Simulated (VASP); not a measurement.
Input of a VASP 6.6.1 run:

INCAR

```
SYSTEM = GaP
PREC = Accurate
ENCUT = 520
EDIFF = 1E-8
ISMEAR = 0
SIGMA = 0.01
LREAL = .FALSE.
LASPH = .TRUE.
NELM = 60
ALGO = Normal
ISIF = 2
LWAVE = .FALSE.
LCHARG = .FALSE.
GGA = PS
IBRION = 8
NSW = 1
LEPSILON = .TRUE.
```

File KPOINTS:

```
regular mesh
0
G
  8 8 8
  0 0 0
```

Contents of POSCAR:

```
GaP
1.0
    0.0000000000      2.7339000000      2.7339000000
    2.7339000000      0.0000000000      2.7339000000
    2.7339000000      2.7339000000      0.0000000000
Ga P
1 1
Direct
    0.0000000000      0.0000000000      0.0000000000
    0.2500000000      0.2500000000      0.2500000000
```

Potentials or basis: VASP PAW PBE potentials, release 64 (Ga_d, P).

Command:

```console
$ cat potpaw_PBE.64/Ga_d/POTCAR potpaw_PBE.64/P/POTCAR > POTCAR
$ mpirun -np 1 vasp_std > vasp.out
```

Task: What does it give for the electronic dielectric tensor (diagonal)?

Result: 11.73.

Task: Predict the Born charges (mean of the diagonal).

Result: Ga +2.21; P -2.21 e.

Task: Predict the highest phonon frequency at Γ, LO-TO splitting left out.

Result: 349 cm⁻¹.

Phonon frequencies in cm⁻¹ (negative: imaginary):
| q point | frequencies |
| --- | --- |
| (0.000, 0.000, 0.000) | 0 0 0 349 349 349 |

Caveat: the cell stands under pressure or tension, which shifts response properties.
